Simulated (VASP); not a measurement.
Input of a VASP 6.6.1 run:

The input POSCAR:

```
Ti
1.0
    2.8496586384      0.0000000000      0.0000000000
   -1.4248293192      2.4678767730      0.0000000000
    0.0000000000      0.0000000000      9.1214415079
Ti
4
Direct
    0.0000000000      0.0000000000      0.0000000000
    0.0000000000      0.0000000000      0.5000000000
    0.3333333333      0.6666666667      0.2500000000
    0.6666666667      0.3333333333      0.7500000000
```

INCAR.step1

```
SYSTEM = Ti
PREC = Accurate
ENCUT = 520
ISMEAR = -1
SIGMA = 0.05
LREAL = .False.
LASPH = .True.
NELM = 150
ISPIN = 2
MAGMOM = 0.197 0.197 -0.129 -0.129
LMAXMIX = 4
NBANDS = 36
GGA = PE
ALGO = Normal
EDIFF = 1E-4
LWAVE = .True.
LCHARG = .False.
```

INCAR.step2

```
SYSTEM = Ti
PREC = Accurate
ENCUT = 520
EDIFF = 1E-6
ISMEAR = -1
SIGMA = 0.05
LREAL = .False.
LASPH = .True.
NELM = 150
ALGO = Normal
ISIF = 2
LWAVE = .False.
LCHARG = .True.
ISPIN = 2
MAGMOM = 0.197 0.197 -0.129 -0.129
LORBIT = 11
LMAXMIX = 4
METAGGA = R2SCAN
LMIXTAU = .True.
LELF = .True.
LVHAR = .True.
NBANDS = 36
ISTART = 1
```

The input KPOINTS:

```
Automatic mesh
0
Gamma
  16 16 5
  0 0 0
```

Potentials or basis: VASP PAW PBE potentials, release 64 (Ti_sv).

Launch:

```console
$ cat potpaw_PBE.64/Ti_sv/POTCAR > POTCAR
$ cp INCAR.step1 INCAR
$ mpirun -np 1 vasp_std > vasp.out
$ cp INCAR.step2 INCAR
$ mpirun -np 1 vasp_std > vasp.out
```

(1) What does it give for the band gap on the k mesh?

(2) Estimate the pressure.

(3) What does it give for the net moment?

## Answers

(1) zero (filled and empty bands overlap).

(2) 11.4 GPa.

(3) 0.00 μB per cell.

Caveat: the cell stands under pressure; the PAW data sets were made with another functional, which shifts forces and pressure a little.
